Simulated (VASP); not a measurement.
Wanted: the native input for a VASP 6.6.1 run.

| Quantity | Value |
| --- | --- |
| Task | single point |
| Functional | PBE |
| Potentials or basis | VASP PAW PBE potentials, release 64 (Rh_pv) |
| Cutoff | 500 eV |
| k mesh | 10 × 10 × 10 |
| Occupations | gaussian, width 0.05 eV |
| Spin | no spin polarisation |
| Dipole correction | no |
| Further INCAR settings | ALGO = Normal; EDIFF = 1e-06; NBANDS = 14 |

The structure of Rh lies in POSCAR:

```
Rh
1.0
   -1.5539301304      1.5539301304      1.5539301304
    1.5539301304     -1.5539301304      1.5539301304
    1.5539301304      1.5539301304     -1.5539301304
Rh
1
Direct
    0.0000000000      0.0000000000      0.0000000000
```

These files were run (other wordings do the same):

INCAR

```
SYSTEM = Rh
  ALGO = Normal
  EDIFF = 1E-6
  ENCUT = 500
  GGA = PE
  GGA_COMPAT = .FALSE.
  ISIF = 2
  ISMEAR = 0
  LASPH = .TRUE.
  LCHARG = .FALSE.
  LREAL = .FALSE.
  LWAVE = .FALSE.
  NBANDS = 14
  NELM = 120
  PREC = Accurate
  SIGMA = 0.05
```

KPOINTS

```
k-points
0
G
  10 10 10
  0 0 0
```

Potentials or basis: VASP PAW PBE potentials, release 64 (Rh_pv).

Run with:

```bash
$ cat potpaw_PBE.64/Rh_pv/POTCAR > POTCAR
$ mpirun -np 1 vasp_std > vasp.out
```

Results of the run:

The pressure is -7.7 GPa.

Run time: 5.8 s on 1 thread of Intel(R) Xeon(R) Platinum 8488C (Sapphire Rapids) (shared host), peak memory 0.13 GiB.
